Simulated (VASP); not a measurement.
# ZnAu (P4/mmm) in VASP: notebook, part 2 of 2

VASP 6.6.1.

## (6) Single point, PBEsol

This run uses another cell than the first one, of the same volume but with other edges.

Contents of INCAR:

```
SYSTEM = ZnAu
PREC     = Accurate       ! precision mode
ENCUT    = 520            ! plane-wave cutoff, eV
EDIFF    = 1E-7           ! SCF threshold, eV
ISMEAR   = 0              ! smearing method
SIGMA    = 0.15           ! smearing width, eV
LREAL    = .False.        ! projectors in reciprocal space
LASPH    = .True.         ! aspherical terms in the spheres
NELM     = 80             ! most SCF steps
ALGO     = Fast           ! electronic algorithm
ISIF     = 2              ! what is computed and relaxed
LWAVE    = .False.        ! write WAVECAR
LCHARG   = .False.        ! write CHGCAR
GGA      = PS             ! functional
NBANDS   = 18             ! bands
```

Contents of KPOINTS:

```
regular mesh
0
Gamma
  16 16 16
  0 0 0
```

Contents of POSCAR:

```
ZnAu
1.0
    3.4187331934      0.0000000000      0.0000000000
    0.0000000000      3.4187331934      0.0000000000
    0.0000000000      0.0000000000      2.6666118909
Zn Au
1 1
Direct
    0.5000000000      0.5000000000      0.5000000000
    0.0000000000      0.0000000000      0.0000000000
```

Potentials or basis: VASP PAW PBE potentials, release 64 (Zn, Au).

The run is started by

```bash
cat potpaw_PBE.64/Zn/POTCAR potpaw_PBE.64/Au/POTCAR > POTCAR
mpirun -np 1 vasp_std > vasp.out
```

OUTCAR:

```text
SYSTEM = ZnAu
   PREC = Accurate
   ENCUT = 520
   EDIFF = 1E-7
   ISMEAR = 0
   LREAL = .False.
   LASPH = .True.
   NELM = 80
   ISIF = 2
   GGA = PS

 ion  position               nearest neighbor table
   1  0.500  0.500  0.500-   2 2.76   2 2.76   2 2.76   2 2.76   2 2.76   2 2.76   2 2.76   2 2.76

   2  0.000  0.000  0.000-   1 2.76   1 2.76   1 2.76   1 2.76   1 2.76   1 2.76   1 2.76   1 2.76

  LATTYP: Found a simple tetragonal cell.
 ALAT       =     3.4187331934
 C/A-ratio  =     0.7800000000

  Lattice vectors:

 A1 = (   3.4187331934,   0.0000000000,   0.0000000000)
 A2 = (   0.0000000000,   3.4187331934,   0.0000000000)
 A3 = (   0.0000000000,   0.0000000000,   2.6666118909)

Analysis of symmetry for initial positions (statically):
=====================================================================
 Subroutine PRICEL returns:
 Original cell was already a primitive cell.

 Routine SETGRP: Setting up the symmetry group for a
 simple tetragonal supercell.

 Subroutine GETGRP returns: Found 16 space group operations
 (whereof 16 operations were pure point group operations)
 out of a pool of 16 trial point group operations.

The static configuration has the point symmetry D_4h.

Analysis of symmetry for dynamics (positions and initial velocities):
=====================================================================
 Subroutine PRICEL returns:
 Original cell was already a primitive cell.

 Routine SETGRP: Setting up the symmetry group for a
 simple tetragonal supercell.

 Subroutine GETGRP returns: Found 16 space group operations
 (whereof 16 operations were pure point group operations)
 out of a pool of 16 trial point group operations.

The dynamic configuration has the point symmetry D_4h.

 Subroutine INISYM returns: Found 16 space group operations
 (whereof 16 operations are pure point group operations),
 and found     1 'primitive' translations

----------------------------------------------------------------------------------------

                                     Primitive cell

[... 105 lines left out ...]
   ISMEAR =     0;   SIGMA  =   0.15  broadening in eV -4-tet -1-fermi 0-gaus
   EFERMI_NEDOS =   21; number of points for ismear=-14 and -15
   IALGO  =     68    algorithm
   IMIX   =      4    mixing-type and parameters
     AMIX     =   0.40;   BMIX     =  1.00
     AMIX_MAG =   1.60;   BMIX_MAG =  1.00
  volume/ion in A,a.u.               =      15.58       105.16
  Fermi-wavevector in a.u.,A,eV,Ry     =   1.479406  2.795672 29.778283  2.188642
  Thomas-Fermi vector in A             =   2.593568
   LORBIT       =      0    0 simple, 1 ext, 2 COOP (PROOUT), +10 PAW based schemes
   GGA     = PS    functional components
   LHFCALC =     F    Hartree Fock is set to
   AEXX    =    0.0000 exact exchange contribution
   IVDW    =     0    specifies the selected vdW correction
   LEPSILON=     F    determine dielectric tensor
   LRPA    =     F    only Hartree local field effects (RPA)
 non-spin polarized calculation
 RMM-DIIS sequential band-by-band and
 Gauss-broadening in eV      SIGMA  =   0.15
  energy-cutoff  :      520.00
  volume of cell :       31.17
 maximum number of plane-waves:       856
 NGX is ok and might be reduce to    28

 number of electron      23.0000010 magnetization

 Free energy of the ion-electron system (eV)
  ---------------------------------------------------
  ext. energy  EPLUGINS =         0.00000000
  ---------------------------------------------------
  free energy    TOTEN  =        -5.83909917 eV

  energy without entropy =       -5.83184191  energy(sigma->0) =       -5.83547054

 E-fermi :   6.9705     XC(G=0): -12.5157

 val. band max:        6.9663713933   @ k =   0.5000   0.4375   0.2500
 cond. band min:       6.9738953712   @ k =   0.5000   0.2500   0.4375
 fundamental gap:      0.0075239779
 Fermi energy:         6.9704796598

 k-point     1 :       0.0000    0.0000    0.0000
  band No.  band energies     occupation
      1      -3.7760      2.00000
      2      -1.3911      2.00000
      3      -1.1868      2.00000
      4      -0.7716      2.00000
      5      -0.2782      2.00000
      6      -0.2782      2.00000
[... 481 lines left out ...]
      5      -0.2852      2.00000
      6      -0.2421      2.00000
[... 10 lines left out ...]
     17      22.3057      0.00000
     18      22.3632      0.00000

 [... further k-points ...]
[... 5 lines left out ...]
  --------------------------------------------------------------------------------------
  -------------------------------------------------------------------------------------
  Total       -0.4528382     -0.4528382      1.7542068      0.0000000      0.0000000      0.0000000
  in kB      -23.2789531    -23.2789531     90.1781150      0.0000000      0.0000000      0.0000000
  external PRESSURE =      14.5400696 kB  Pullay stress =       0.0000000 kB

 VOLUME and BASIS-vectors are now :
 -----------------------------------------------------------------------------
  energy-cutoff  :      520.00
  volume of cell :       31.17
      direct lattice vectors                 reciprocal lattice vectors
     3.418733193  0.000000000  0.000000000     0.292506008  0.000000000  0.000000000
     0.000000000  3.418733193  0.000000000     0.000000000  0.292506008  0.000000000
     0.000000000  0.000000000  2.666611891     0.000000000  0.000000000  0.375007703

 POSITION                                       TOTAL-FORCE (eV/Angst)
 -----------------------------------------------------------------------------------
      1.70937      1.70937      1.33331         0.000000      0.000000      0.000000
      0.00000      0.00000      0.00000         0.000000      0.000000      0.000000
 -----------------------------------------------------------------------------------
    total drift:                                0.000000      0.000000      0.000000

  FREE ENERGIE OF THE ION-ELECTRON SYSTEM (eV)
  ---------------------------------------------------
  free  energy   TOTEN  =        -5.8390991691 eV

  energy  without entropy=       -5.8318419077  energy(sigma->0) =       -5.83547054
```

stdout:

```text
POSCAR found type information on POSCAR ZnAu
 POSCAR found :  2 types and       2 ions
 scaLAPACK will be used
 -----------------------------------------------------------------------------
|                                                                             |
|                                                                             |
|     You enforced a specific xc type in the INCAR file but a different       |
|     I HOPE YOU KNOW WHAT YOU ARE DOING!                                     |
|                                                                             |
 -----------------------------------------------------------------------------

 LDA part: xc-table for (Slater+PW92), standard interpolation
 POSCAR, INCAR and KPOINTS ok, starting setup
 FFT: planning ... GRIDC
 FFT: planning ... GRID_SOFT
 FFT: planning ... GRID
 WAVECAR not read
 entering main loop
WARNING in EDDRMM: call to ZHEGV failed, returncode =   8  4     17
WARNING in EDDRMM: call to ZHEGV failed, returncode =   8  4     16
WARNING in EDDRMM: call to ZHEGV failed, returncode =   8  4     16
WARNING in EDDRMM: call to ZHEGV failed, returncode =   8  4     16
WARNING in EDDRMM: call to ZHEGV failed, returncode =   8  4     18
WARNING in EDDRMM: call to ZHEGV failed, returncode =   8  4     15
WARNING in EDDRMM: call to ZHEGV failed, returncode =   8  4     17
 num prob  num prob WARNING in EDDRMM: call to ZHEGV failed, returncode =   6  3     18
 num prob  num prob WARNING in EDDRMM: call to ZHEGV failed, returncode =   6  3     17
 num prob RMM:  15    -0.583909916911E+01   -0.22304E-07   -0.30522E-07 11159   0.422E-03
```

Run time: 2.1 min. Hardware: 1 thread of AMD EPYC 9R45 (Zen 5), shared host; peak memory 0.3 GiB.

What came out:

```yaml
Free_energy: -5.8391 eV
Pressure: 1.5 GPa
```

Stress tensor (GPa, compression positive):
```
-2.33  0.00  0.00
 0.00 -2.33  0.00
 0.00  0.00  9.02
```

Levels at points of the mesh, in eV from the Fermi level:
```
           k point  band 9  band 10  band 11  band 12  band 13  band 14  band 15  band 16
(0.00, 0.00, 0.00)   -4.10    -3.35    -3.35     2.63     2.63     6.43    10.45    10.85
(0.50, 0.00, 0.00)   -5.42    -3.78    -3.45    -3.42     8.06     8.14     8.65    11.55
(0.50, 0.50, 0.00)   -3.51    -3.51    -2.90    -2.90    -1.00     1.01    15.15    16.26
(0.00, 0.00, 0.50)   -5.23    -4.23    -3.74     0.05     9.84    10.07    10.13    10.30
(0.50, 0.00, 0.50)   -4.10    -2.98    -1.67    -1.06     2.86     3.03     9.10    11.39
(0.50, 0.50, 0.50)   -3.59    -2.74     1.92     3.39     3.96     4.28     4.28     4.90
```

Caveat: the PAW data sets were made with another functional, which shifts forces and pressure a little; spin-orbit coupling is left out, which moves the levels of the heavy elements.

## (7) The runs side by side

| cell | gap on the mesh (eV) | pressure (GPa) |
| --- | --- | --- |
| a = 3.533, b = 3.533, c = 2.498 Å, 2 atoms | none | 8.9 |
| a = 2.804, b = 2.804, c = 3.965 Å, 2 atoms | none | -1.2 |
| a = 2.961, b = 2.961, c = 3.554 Å, 2 atoms | none | -2.0 |
| a = 3.322, b = 3.322, c = 2.824 Å, 2 atoms | none | -1.2 |
| a = 3.419, b = 3.419, c = 2.667 Å, 2 atoms | none | 1.5 |

Alike in all rows: task single point; level PBEsol; potentials or basis VASP PAW PBE potentials, release 64 (Zn, Au); no spin polarisation; k mesh 16 × 16 × 16; cutoff (eV) 520; smearing gaussian 0.15 eV.

Caveats: the PAW data sets were made with another functional, which shifts forces and pressure a little; spin-orbit coupling is left out, which moves the levels of the heavy elements.

Total energies depend on the potentials used, so only differences within one code and one set of settings carry meaning.
